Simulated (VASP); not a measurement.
# Hg (Im-3m) in VASP: a series of runs, part 2 of 2

VASP 6.6.1.

## 3. Single point, PBEsol (18.16 Å³/atom)

The input, INCAR:

```
SYSTEM = Hg
PREC = Accurate ; ENCUT = 520
EDIFF = 1E-7 ; ISMEAR = -1
SIGMA = 0.08 ; LREAL = .FALSE.
LASPH = .TRUE. ; NELM = 60
ALGO = Normal ; ISIF = 2
LWAVE = .FALSE. ; LCHARG = .FALSE.
GGA = PS ; NBANDS = 12
```

The input, KPOINTS:

```
regular mesh
0
G
  15 15 15
  0 0 0
```

The input, POSCAR:

```
Hg
1.0
   -1.6557777246      1.6557777246      1.6557777246
    1.6557777246     -1.6557777246      1.6557777246
    1.6557777246      1.6557777246     -1.6557777246
Hg
1
Direct
    0.0000000000      0.0000000000      0.0000000000
```

Potentials or basis: VASP PAW PBE potentials, release 64 (Hg).

Launch:

```console
$ cat potpaw_PBE.64/Hg/POTCAR > POTCAR
$ mpirun -np 1 vasp_std > vasp.out
```

OUTCAR:

```text
SYSTEM = Hg
   PREC = Accurate
   ENCUT = 520
   EDIFF = 1E-7
   ISMEAR = -1
   LREAL = .FALSE.
   LASPH = .TRUE.
   NELM = 60
   ISIF = 2
   GGA = PS

 ion  position               nearest neighbor table
   1  0.000  0.000  0.000-

  LATTYP: Found a body centered cubic cell.
 ALAT       =     3.3115554492

  Lattice vectors:

 A1 = (  -1.6557777246,   1.6557777246,   1.6557777246)
 A2 = (   1.6557777246,  -1.6557777246,   1.6557777246)
 A3 = (   1.6557777246,   1.6557777246,  -1.6557777246)

Analysis of symmetry for initial positions (statically):
=====================================================================
 Subroutine PRICEL returns:
 Original cell was already a primitive cell.

 Routine SETGRP: Setting up the symmetry group for a
 body centered cubic supercell.

 Subroutine GETGRP returns: Found 48 space group operations
 (whereof 48 operations were pure point group operations)
 out of a pool of 48 trial point group operations.

The static configuration has the point symmetry O_h .

Analysis of symmetry for dynamics (positions and initial velocities):
=====================================================================
 Subroutine PRICEL returns:
 Original cell was already a primitive cell.

 Routine SETGRP: Setting up the symmetry group for a
 body centered cubic supercell.

 Subroutine GETGRP returns: Found 48 space group operations
 (whereof 48 operations were pure point group operations)
 out of a pool of 48 trial point group operations.

The dynamic configuration has the point symmetry O_h .

 Subroutine INISYM returns: Found 48 space group operations
 (whereof 48 operations are pure point group operations),
 and found     1 'primitive' translations

----------------------------------------------------------------------------------------

                                     Primitive cell

  volume of cell :      18.1579

  direct lattice vectors                    reciprocal lattice vectors
    -1.655777725  1.655777725  1.655777725     0.000000000  0.301972899  0.301972899
     1.655777725 -1.655777725  1.655777725     0.301972899  0.000000000  0.301972899
     1.655777725  1.655777725 -1.655777725     0.301972899  0.301972899  0.000000000

  length of vectors
     2.867891145  2.867891145  2.867891145     0.427054170  0.427054170  0.427054170

  position of ions in fractional coordinates (direct lattice)
     0.000000000  0.000000000  0.000000000

  ion indices of the primitive-cell ions
   primitive index   ion index
                 1           1

----------------------------------------------------------------------------------------

 KPOINTS: regular mesh

Automatic generation of k-mesh.
 Grid dimensions read from file:
 generate k-points for:   15   15   15

 Generating k-lattice:

  Cartesian coordinates                     Fractional coordinates (reciprocal lattice)
     0.000000000  0.020131527  0.020131527     0.066666667  0.000000000  0.000000000
     0.020131527  0.000000000  0.020131527     0.000000000  0.066666667  0.000000000
     0.020131527  0.020131527  0.000000000     0.000000000  0.000000000  0.066666667

  Length of vectors
     0.028470278  0.028470278  0.028470278

  Shift w.r.t. Gamma in fractional coordinates (k-lattice)
     0.000000000  0.000000000  0.000000000

 Subroutine IBZKPT returns following result:
 ===========================================

 Found    120 irreducible k-points:

 Following reciprocal coordinates:
            Coordinates               Weight
  0.000000  0.000000  0.000000      1.000000
  0.066667  0.000000  0.000000     12.000000
  0.133333  0.000000  0.000000     12.000000
  0.200000  0.000000  0.000000     12.000000
  0.266667  0.000000  0.000000     12.000000
  0.333333  0.000000  0.000000     12.000000
[... 16 lines left out ...]
  0.333333  0.200000  0.000000     48.000000
  0.400000  0.200000  0.000000     24.000000
 [... further k-points ...]
   k-points           NKPTS =    120   k-points in BZ     NKDIM =    120   number of bands    NBANDS=     12
   number of dos      NEDOS =    301   number of ions     NIONS =      1
   total plane-waves  NPLWV =  13824
   dimension x,y,z NGX =    24 NGY =   24 NGZ =   24
   dimension x,y,z NGXF=    48 NGYF=   48 NGZF=   48
   ions per type =               1
   NGX,Y,Z   is equivalent  to a cutoff of  13.91, 13.91, 13.91 a.u.
   NGXF,Y,Z  is equivalent  to a cutoff of  27.82, 27.82, 27.82 a.u.
 SYSTEM =  Hg
   PREC   = accura    normal or accurate (medium, high low for compatibility)
   ISTART =      0    job   : 0-new  1-cont  2-samecut
   ICHARG =      2    charge: 1-file 2-atom 10-const
   ISPIN  =      1    spin polarized calculation?
   LNONCOLLINEAR =      F non collinear calculations
   LSORBIT =      F    spin-orbit coupling
   LASPH  =      T    aspherical Exc in radial PAW
   ENCUT  =  520.0 eV  38.22 Ry    6.18 a.u.   5.33  5.33  5.33*2*pi/ulx,y,z
   NELM   =     60;   NELMIN=  2; NELMDL= -5     # of ELM steps
   EDIFF  = 0.1E-06   stopping-criterion for ELM
   LREAL  =      F    real-space projection
   EDIFFG = 0.1E-05   stopping-criterion for IOM
   NSW    =      0    number of steps for IOM
   IBRION =     -1    ionic relax: 0-MD 1-quasi-New 2-CG
   NFREE  =      0    steps in history (QN), initial steepest desc. (CG)
   ISIF   =      2    stress and relaxation
   ISYM   =      2    0-nonsym 1-usesym 2-fastsym
   POTIM  = 0.5000    time-step for ionic-motion
   TEBEG  =    0.0;   TEEND  =   0.0 temperature during run
   PSTRESS=    0.0 pullay stress
   NELECT =      12.0000    total number of electrons
   NUPDOWN=      -1.0000    fix difference up-down
   EMIN   =  10.00;   EMAX   =-10.00  energy-range for DOS
   EFERMI =   0.00;   METHOD = LEGACY
   ISMEAR =    -1;   SIGMA  =   0.08  broadening in eV -4-tet -1-fermi 0-gaus
   EFERMI_NEDOS =   21; number of points for ismear=-14 and -15
   IALGO  =     38    algorithm
   IMIX   =      4    mixing-type and parameters
     AMIX     =   0.40;   BMIX     =  1.00
     AMIX_MAG =   1.60;   BMIX_MAG =  1.00
  volume/ion in A,a.u.               =      18.16       122.54
  Fermi-wavevector in a.u.,A,eV,Ry     =   1.425979  2.694710 27.666316  2.033417
  Thomas-Fermi vector in A             =   2.546305
   LORBIT       =      0    0 simple, 1 ext, 2 COOP (PROOUT), +10 PAW based schemes
   GGA     = PS    functional components
   LHFCALC =     F    Hartree Fock is set to
   AEXX    =    0.0000 exact exchange contribution
   IVDW    =     0    specifies the selected vdW correction
   LEPSILON=     F    determine dielectric tensor
   LRPA    =     F    only Hartree local field effects (RPA)
 non-spin polarized calculation
  energy-cutoff  :      520.00
  volume of cell :       18.16
 maximum number of plane-waves:       497
 NGX is ok and might be reduce to    24
   NGX = 11   NGY = 11   NGZ = 11

 number of electron      12.0000000 magnetization

 Free energy of the ion-electron system (eV)
  ---------------------------------------------------
  ext. energy  EPLUGINS =         0.00000000
  ---------------------------------------------------
  free energy    TOTEN  =        -0.19611060 eV

  energy without entropy =       -0.18919579  energy(sigma->0) =       -0.19265320

 E-fermi :   5.2922     XC(G=0): -12.5339

 val. band max:        5.2714020203   @ k =   0.4000   0.0667   0.0667
 cond. band min:       5.3626792152   @ k =  -0.4000  -0.4000   0.1333
 fundamental gap:      0.0912771948
 Fermi energy:         5.2921981096

 k-point     1 :       0.0000    0.0000    0.0000
  band No.  band energies     occupation
      1      -6.5393      2.00000
      2      -3.1694      2.00000
      3      -3.1694      2.00000
      4      -3.1694      2.00000
      5      -1.6903      2.00000
      6      -1.6903      2.00000
      7      20.8992      0.00000
      8      20.8992      0.00000
      9      20.8992      0.00000
     10      25.4266      0.00000
     11      25.4266      0.00000
     12      25.4266      0.00000
[... 331 lines left out ...]
 k-point    24 :       0.4000    0.2000    0.0000
  band No.  band energies     occupation
      1      -4.2495      2.00000
      2      -3.6548      2.00000
      3      -2.2891      2.00000
      4      -1.7875      2.00000
      5      -1.2514      2.00000
      6       4.6585      1.99927
      7       4.7420      1.99794
      8      11.2342      0.00000
      9      16.3980      0.00000
     10      23.4305      0.00000
     11      25.8397      0.00000
     12      28.1971      0.00000

 [... further k-points ...]

------------------------ aborting loop because EDIFF is reached ----------------------------------------

  FORCE on cell =-STRESS in cart. coord.  units (eV):
  Direction    XX          YY          ZZ          XY          YZ          ZX
  --------------------------------------------------------------------------------------
  -------------------------------------------------------------------------------------
  Total        3.1479146      3.1479146      3.1479146      0.0000000      0.0000000      0.0000000
  in kB      277.7585465    277.7585465    277.7585465      0.0000000      0.0000000      0.0000000
  external PRESSURE =     277.7585465 kB  Pullay stress =       0.0000000 kB

 VOLUME and BASIS-vectors are now :
 -----------------------------------------------------------------------------
  energy-cutoff  :      520.00
  volume of cell :       18.16
      direct lattice vectors                 reciprocal lattice vectors
    -1.655777725  1.655777725  1.655777725     0.000000000  0.301972899  0.301972899
     1.655777725 -1.655777725  1.655777725     0.301972899  0.000000000  0.301972899
     1.655777725  1.655777725 -1.655777725     0.301972899  0.301972899  0.000000000

 POSITION                                       TOTAL-FORCE (eV/Angst)
 -----------------------------------------------------------------------------------
      0.00000      0.00000      0.00000         0.000000     -0.000000     -0.000000
 -----------------------------------------------------------------------------------
    total drift:                               -0.000000      0.000000     -0.000000

  FREE ENERGIE OF THE ION-ELECTRON SYSTEM (eV)
  ---------------------------------------------------
  free  energy   TOTEN  =        -0.1961106016 eV

  energy  without entropy=       -0.1891957940  energy(sigma->0) =       -0.19265320
```

Wall time 24 s (1 thread of Intel Xeon 8259CL, shared host); peak memory 0.16 GiB.

Results:

```
Free energy            : -0.1961 eV
Pressure               : 27.8 GPa
Band gap on the k mesh : zero (bands 6 and 7 overlap by 3.40 eV)
```

Levels at points of the mesh, in eV from the Fermi level:
| k point | band 2 | band 3 | band 4 | band 5 | band 6 | band 7 | band 8 | band 9 | band 10 | band 11 |
| --- | --- | --- | --- | --- | --- | --- | --- | --- | --- | --- |
| (0.00, 0.00, 0.00) | -8.46 | -8.46 | -8.46 | -6.98 | -6.98 | 15.61 | 15.61 | 15.61 | 20.13 | 20.13 |

Caveat: the cell stands under pressure; the PAW data sets were made with another functional, which shifts forces and pressure a little; spin-orbit coupling is left out, which moves the levels of the heavy elements.
